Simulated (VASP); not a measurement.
A run of VASP 6.6.1:

The input INCAR:

```
ALGO = Normal
EDIFF = 1E-7
ENCUT = 520
GGA = PE
ISIF = 2
ISMEAR = 0
LASPH = T
LCHARG = T
LELF = T
LREAL = F
LVHAR = T
LWAVE = F
NBANDS = 28
NELM = 100
PREC = Accurate
SIGMA = 0.02
```

The input KPOINTS:

```
k-points
0
Gamma
  8 8 6
```

POSCAR

```
BaTiO3
1.0
    4.1050132879      0.0000000000      0.0000000000
    0.0000000000      4.1050132879      0.0000000000
    0.0000000000      0.0000000000      4.1248739644
Ba Ti O
1 1 3
Direct
    0.5000000000      0.5000000000      0.5861789671
    0.0000000000      0.0000000000      0.1027879874
    0.0000000000      0.5000000000      0.0625003252
    0.5000000000      0.0000000000      0.0625003252
    0.0000000000      0.0000000000      0.5460293850
```

Potentials or basis: VASP PAW PBE potentials, release 64 (Ba_sv, Ti_sv, O).

Run with:

```console
$ cat potpaw_PBE.64/Ba_sv/POTCAR potpaw_PBE.64/Ti_sv/POTCAR potpaw_PBE.64/O/POTCAR > POTCAR
$ mpirun -np 1 vasp_std > vasp.out
```

Hardware: 1 thread of AMD EPYC 7571, with other jobs on the host.

Problem. How long does it take, and how much memory?

Solution. Run time: 4.1 min on 1 thread of AMD EPYC 7571, on a shared host, peak memory 0.22 GiB. Counts: scf iterations 18, k points 60.
